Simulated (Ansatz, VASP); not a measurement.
**One calculation of Sn, two programs**

File INCAR:

```
SYSTEM = Sn
PREC = Accurate ; ENCUT = 600
EDIFF = 1E-6 ; ISMEAR = 0
SIGMA = 0.1 ; LREAL = .FALSE.
LASPH = .TRUE. ; NELM = 80
ALGO = Fast ; ISIF = 3
LWAVE = .FALSE. ; LCHARG = .FALSE.
GGA = PS ; IBRION = 2
NSW = 90 ; EDIFFG = -0.04
```

Contents of KPOINTS:

```
Automatic mesh
0
G
  6 6 2
  0 0 0
```

File POSCAR:

```
Sn
1.0
    4.0166735406      0.0000000000      0.0000000000
   -2.0083367703      3.4785413248      0.0000000000
    0.0000000000      0.0000000000     10.9397206186
Sn
4
Direct
    0.0000000000      0.0000000000      0.2500000000
    0.0000000000      0.0000000000      0.7500000000
    0.3333333333      0.6666666667      0.7500000000
    0.6666666667      0.3333333333      0.2500000000
```

Input for Ansatz:

```yaml
crystal:
  lattice:
    - [4.0166735406, 0.0, 0.0]
    - [-2.0083367703, 3.4785413248, 0.0]
    - [0.0, 0.0, 10.9397206186]
  atoms:
    - { symbol: Sn, position: [0.0, 0.0, 0.25] }
    - { symbol: Sn, position: [0.0, 0.0, 0.75] }
    - { symbol: Sn, position: [0.3333333333, 0.6666666667, 0.75] }
    - { symbol: Sn, position: [0.6666666667, 0.3333333333, 0.25] }
basis:
  ecutwfc: 420
kpoints:
  mp_grid: { grid: [6, 6, 2] }
hamiltonian:
  xc: pbesol
scf:
  occupations: { method: gaussian, width: 0.1 }
  lower_state_search: "off"
output:
  forces: true
  stress: true
  eigenvalues: true
relax:
  adjacent_minimum: "off"
  f_tol: 0.04
  max_steps: 70
  cell: { stress_tol: 0.4 }
```

Alike in both runs: task relaxation of cell and atoms; functional PBEsol; k mesh 6 × 6 × 2; occupations gaussian, width 0.1 eV; no spin polarisation.

|  | VASP | Ansatz |
| --- | --- | --- |
| version | VASP 6.6.1 | Ansatz 0.2.0 |
| potentials or method | VASP PAW PBE potentials, release 64 (Sn_d), cutoff 600 eV | scalar-relativistic, plane waves, PAW |
| valence electrons in the cell | 56 | 56 |

Ansatz gave:

```
gap on the k mesh at the Fermi level, each at its own relaxed structure (eV) : none
relaxed volume (Å³/atom)                                                     : 32.04
relaxed cell length with the largest relative difference (Å)                 : 5.588
```

Question: What did VASP give for the same quantities?

Answer: gap on the k mesh at the Fermi level, each at its own relaxed structure (eV): none; relaxed volume (Å³/atom): 32.10; relaxed cell length with the largest relative difference (Å): 5.610.

VASP's potentials were made for PBE, not for PBEsol. A gap of «none» marks a metal or a gap that the smearing closes.

Noted on VASP's run: the volume moved by over 15 % at a fixed basis, so the end points are rough.
